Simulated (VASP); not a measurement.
The system is CdInS2.

```
In Cd S
1.0
     3.86950    0.00000    0.00000
    -1.93475    3.35108    0.00000
     0.00000    0.00000    6.81053
In Cd S
1 1 2
Direct
  0.00000 0.00000 0.50000
  0.00000 0.00000 0.00000
  0.33333 0.66667 0.24495
  0.66667 0.33333 0.75505
```

Base run:

* Program: VASP 6.6.1
* Functional: PBE
* Potentials or basis: VASP PAW PBE potentials, release 64 (In_d, Cd, S)
* Cutoff: 520 eV
* k mesh: 8 × 8 × 4
* Occupations: fermi-dirac, width 0.05 eV
* Spin: no spin polarisation

Its results: pressure 0.1 GPa; largest force 0.025 eV/Å.

The run is repeated on the same cell with these changes: functional from PBE to BLYP; dispersion from none to D4. What comes out?

Pressure -0.6 GPa; largest force 0.075 eV/Å.

Several settings changed at once, so the effect can't be laid on one alone.

Caveats: the PAW data sets were made with another functional, which shifts forces and pressure a little (some runs); pairwise dispersion overbinds metals, which lowers pressure and volume (some runs).
